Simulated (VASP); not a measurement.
A run of VASP 6.6.1:

Contents of POSCAR:

```
C
1.0
    0.0000000000      1.7801409451      1.7801409451
    1.7801409451      0.0000000000      1.7801409451
    1.7801409451      1.7801409451      0.0000000000
C
2
Direct
    0.7500000000      0.7500000000      0.7500000000
    0.5000000000      0.5000000000      0.5000000000
```

INCAR.step1

```
ALGO     = Normal         # electronic algorithm
EDIFF    = 1E-4           # SCF threshold, eV
ENCUT    = 520            # plane-wave cutoff, eV
GGA      = PE             # functional
ISMEAR   = -1             # smearing method
LASPH    = T              # aspherical terms in the spheres
LCHARG   = F              # write CHGCAR
LREAL    = F              # projectors in reciprocal space
LWAVE    = T              # write WAVECAR
NBANDS   = 11             # bands
NELM     = 100            # most SCF steps
PREC     = Accurate       # precision mode
SIGMA    = 0.05           # smearing width, eV
```

File INCAR.step2:

```
ALGO     = Normal         # electronic algorithm
EDIFF    = 1E-6           # SCF threshold, eV
ENCUT    = 520            # plane-wave cutoff, eV
ISIF     = 2              # what is computed and relaxed
ISMEAR   = -1             # smearing method
ISTART   = 1            
LASPH    = T              # aspherical terms in the spheres
LCHARG   = F              # write CHGCAR
LMIXTAU  = T            
LREAL    = F              # projectors in reciprocal space
LWAVE    = F              # write WAVECAR
METAGGA  = R2SCAN         # meta-GGA
NBANDS   = 11             # bands
NELM     = 100            # most SCF steps
PREC     = Accurate       # precision mode
SIGMA    = 0.05           # smearing width, eV
```

KPOINTS

```
k-points
0
Gamma
  13 13 13
```

Potentials or basis: VASP PAW PBE potentials, release 64 (C).

Run with:

```bash
$ cat potpaw_PBE.64/C/POTCAR > POTCAR
$ cp INCAR.step1 INCAR
$ mpirun -np 1 vasp_std > vasp.out
$ cp INCAR.step2 INCAR
$ mpirun -np 1 vasp_std > vasp.out
```

Hardware: 1 thread of Intel(R) Xeon(R) 6975P-C (Granite Rapids) (shared host).

Question: How long does it take, and how much memory?

Answer: Wall time 22 s on 1 thread of Intel(R) Xeon(R) 6975P-C (Granite Rapids) (shared host), peak memory 0.12 GiB. Counts: k points 84.
